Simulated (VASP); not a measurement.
Crystal: Be4Se3.

```xyz
7
Lattice="4.8000 0.0000 0.0000 0.0000 4.8000 0.0000 0.0000 0.0000 4.8000" Properties=species:S:1:pos:R:3 pbc="T T T"
Be    3.6000    3.6000    1.2000
Be    3.6000    1.2000    3.6000
Be    1.2000    1.2000    1.2000
Be    1.2000    3.6000    3.6000
Se    2.4000    0.0000    2.4000
Se    0.0000    2.4000    2.4000
Se    2.4000    2.4000    0.0000
```

This cell differs from its parent crystal: atoms taken out.

- Program: VASP 6.6.1
- Task: relaxation of cell and atoms
- Functional: PBE
- Potentials or basis: VASP PAW PBE potentials, release 64 (Be, Se)
- Cutoff: 600 eV
- k mesh: 4 × 4 × 4
- Occupations: gaussian, width 0.2 eV
- Spin: no spin polarisation

At the start: pressure 13.3 GPa; volume 15.80 Å³/atom.

Task: Where does the relaxation end?

Result: Over 7 steps the energy falls by 116.4 meV/atom and the volume is 17.35 Å³/atom (+9.8 %); space group P-43m (No. 215, to 0.1 Å) before and after.

Step by step:
```csv
step,energy change (eV),largest force (eV/Å),pressure (GPa),volume (Å³)
1,0.0000,1.3388,13.31,110.59
2,-0.6677,0.0438,-3.63,132.96
3,-0.7357,0.3201,-0.55,127.04
4,-0.7566,0.2764,-0.47,126.21
5,-0.8005,0.1397,-0.25,123.76
6,-0.7991,0.1536,0.23,118.95
7,-0.8150,0.0041,-0.01,121.42
```

Final structure:
```xyz
7
Lattice="4.9518 0.0000 0.0000 0.0000 4.9518 0.0000 0.0000 0.0000 4.9518" Properties=species:S:1:pos:R:3 pbc="T T T"
Be    3.8034    3.8034    1.1485
Be    3.8034    1.1485    3.8034
Be    1.1485    1.1485    1.1485
Be    1.1485    3.8034    3.8034
Se    2.4759    0.0000    2.4759
Se    0.0000    2.4759    2.4759
Se    2.4759    2.4759    0.0000
```

Caveat: the cell differs from its parent crystal (atoms taken out).
